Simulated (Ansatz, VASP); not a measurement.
**One calculation of CdSe, two programs**

POSCAR

```
CdSe
1.0
    0.0000000000      3.0678016971      3.0678016971
    3.0678016971      0.0000000000      3.0678016971
    3.0678016971      3.0678016971      0.0000000000
Cd Se
1 1
Direct
    0.0000000000      0.0000000000      0.0000000000
    0.7500000000      0.7500000000      0.7500000000
```

INCAR.step1

```
SYSTEM = CdSe
PREC = Accurate ; ENCUT = 550
ISMEAR = 0 ; SIGMA = 0.01
LREAL = .False. ; LASPH = .True.
NELM = 120 ; NBANDS = 16
GGA = PE ; ALGO = Normal
EDIFF = 1E-5 ; LWAVE = .True.
LCHARG = .False. ; GGA_COMPAT = .False.
```

File INCAR.step2:

```
SYSTEM = CdSe
PREC = Accurate ; ENCUT = 550
EDIFF = 1E-6 ; ISMEAR = 0
SIGMA = 0.01 ; LREAL = .False.
LASPH = .True. ; NELM = 120
ALGO = Normal ; ISIF = 2
LWAVE = .False. ; LCHARG = .False.
METAGGA = R2SCAN ; LMIXTAU = .True.
NBANDS = 16 ; ISTART = 1
GGA_COMPAT = .False.
```

File KPOINTS:

```
Automatic mesh
0
Gamma
  8 8 8
  0 0 0
```

Input for Ansatz:

```yaml
crystal:
  lattice:
    - [0.0, 3.0678016971, 3.0678016971]
    - [3.0678016971, 0.0, 3.0678016971]
    - [3.0678016971, 3.0678016971, 0.0]
  atoms:
    - { symbol: Cd, position: [0.0, 0.0, 0.0] }
    - { symbol: Se, position: [0.75, 0.75, 0.75] }
kpoints:
  mp_grid: { grid: [8, 8, 8] }
  band_path:
    path:
      - [0.0, 0.0, 0.0]
      - [-0.5, -0.5, 0.0]
      - [-0.375, -0.375, 0.25]
      - [-0.375, 0.0, 0.375]
      - [0.0, 0.0, 0.5]
      - [-0.5, -0.25, 0.25]
    npoints: 1
hamiltonian:
  xc: r2scan
scf:
  occupations: { method: fixed }
  n_extra_bands: 4
output:
  forces: true
  stress: true
  eigenvalues: true
```

Alike in both runs: task single point; functional r2SCAN; k mesh 8 × 8 × 8; no spin polarisation.

```csv
,VASP,Ansatz
version,VASP 6.6.1,Ansatz 0.2.0
potentials or method,"VASP PAW PBE potentials, release 64 (Cd, Se)","plane waves, PAW"
plane-wave cutoff (eV),550,500
occupations,"gaussian, width 0.01 eV",fixed
valence electrons in the cell,18,36
```

Ansatz gave:

* gap on the k mesh at the Fermi level (eV): 1.04
* pressure (GPa): -0.1

Task: Estimate VASP's values.

Result: gap on the k mesh at the Fermi level (eV): 1.03; pressure (GPa): 0.2.

VASP's potentials were made for PBE, not for r2SCAN. VASP's potentials hold 18 valence electrons a cell and Ansatz's 36, so a difference there can come from the potentials and not from the codes.
